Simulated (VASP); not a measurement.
TmF: single point with PBE

TmF:

```
Tm F
1.0
     3.25101    0.00000    0.00000
    -1.62550    2.81545    0.00000
     0.00000    0.00000    3.84738
Tm F
1 1
Direct
  0.66667 0.33333 0.00000
  0.00000 0.00000 0.50000
```

```json
{
  "Program": "VASP 6.6.1",
  "Task": "single point",
  "Functional": "PBE",
  "Potentials or basis": "VASP PAW PBE potentials, release 64 (Tm_3, F), 4f in core",
  "Cutoff": "520 eV",
  "k mesh": "18 × 18 × 14",
  "Occupations": "gaussian, width 0.1 eV",
  "Spin": "no spin polarisation",
  "Dipole correction": "no",
  "k mesh for the DOS": "27 × 27 × 21",
  "Mended": "yes",
  "Occupations for the DOS": "tetrahedron",
  "Further INCAR settings": "ALGO = Normal; EDIFF = 1e-06; NBANDS = 15"
}
```

The valence electrons inside the program's atomic spheres are Tm 8.15; F 6.05.

Levels at points of the mesh, in eV from the Fermi level:
| k point | band 5 | band 6 | band 7 | band 8 | band 9 | band 10 | band 11 | band 12 |
| --- | --- | --- | --- | --- | --- | --- | --- | --- |
| (0.00, 0.00, 0.00) | -7.80 | -7.24 | -7.24 | -4.26 | -0.74 | 1.94 | 1.94 | 4.54 |

It took 120 s on 1 thread of Intel(R) Xeon(R) 6975P-C (Granite Rapids), on a shared host, peak memory 0.53 GiB.

Caveat: spin-orbit coupling is left out, which moves the levels of the heavy elements; the 4f electrons are frozen in the core, so they carry no moment and show no levels; the run has no spin polarisation, though such a crystal can be magnetic. Spin polarisation is off, so any magnetic state and its effect on volume and gap are missing.
